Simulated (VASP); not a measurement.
Crystal: HfC.

```
Hf C
1.0
     0.00000    2.32575    2.32575
     2.32575    0.00000    2.32575
     2.32575    2.32575    0.00000
Hf C
1 1
Direct
  0.50000 0.50000 0.50000
  0.00000 0.00000 0.00000
```

* Program: VASP 6.6.1
* Task: relaxation of cell and atoms
* Functional: LDA
* Potentials or basis: VASP PAW LDA potentials, release 64 (Hf_pv, C)
* Cutoff: 600 eV
* k mesh: 16 × 16 × 16
* Occupations: gaussian, width 0.1 eV
* Spin: no spin polarisation

At the start: pressure -11.9 GPa; volume 12.58 Å³/atom.

Question: How do energy, volume and symmetry change on relaxing?

Answer: Over 4 steps the energy falls by 23.4 meV/atom and the volume is 11.97 Å³/atom (-4.8 %); space group Fm-3m (No. 225, to 0.05 Å).

The path:
| step | energy change (eV) | largest force (eV/Å) | pressure (GPa) | volume (Å³) |
| --- | --- | --- | --- | --- |
| 1 | 0.0000 | 0.0000 | -11.89 | 25.16 |
| 2 | 0.1206 | 0.0000 | 28.33 | 21.91 |
| 3 | -0.0468 | 0.0000 | -0.47 | 23.98 |
| 4 | -0.0468 | 0.0000 | 0.06 | 23.95 |

Final structure:
```xyz
2
Lattice="0.0000 2.2877 2.2877 2.2877 0.0000 2.2877 2.2877 2.2877 0.0000" Properties=species:S:1:pos:R:3 pbc="T T T"
Hf    2.2877    2.2877    2.2877
C     0.0000    2.2877    2.2877
```
